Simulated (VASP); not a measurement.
Here is a VASP 6.6.1 calculation.

INCAR

```
SYSTEM = CdTe
  ALGO = Normal
  EDIFF = 1E-6
  ENCUT = 520
  GGA = PE
  ISIF = 2
  ISMEAR = -1
  LASPH = .True.
  LCHARG = .False.
  LREAL = .False.
  LWAVE = .False.
  NBANDS = 16
  NELM = 60
  PREC = Accurate
  SIGMA = 0.02
```

The input KPOINTS:

```
k-points
0
Gamma
  6 6 6
  0 0 0
```

The input POSCAR:

```
CdTe
1.0
    3.7610754505      0.0000000000      0.0000000000
    0.0000000000      3.7610754505      0.0000000000
    0.0000000000      0.0000000000      3.7610754505
Cd Te
1 1
Direct
    0.0000000000      0.0000000000      0.0000000000
    0.5000000000      0.5000000000      0.5000000000
```

Potentials or basis: VASP PAW PBE potentials, release 64 (Cd, Te).

Run with:

```bash
$ cat potpaw_PBE.64/Cd/POTCAR potpaw_PBE.64/Te/POTCAR > POTCAR
$ mpirun -np 1 vasp_std > vasp.out
```

(1) Predict the pressure.

(2) What does it give for the band gap on the k mesh?

Answers

(1) 0.8 GPa.

(2) zero (band 9 reaches 5.36 eV, above the bottom of band 10 at 3.93 eV).

Caveat: spin-orbit coupling is left out, which moves the levels of the heavy elements.
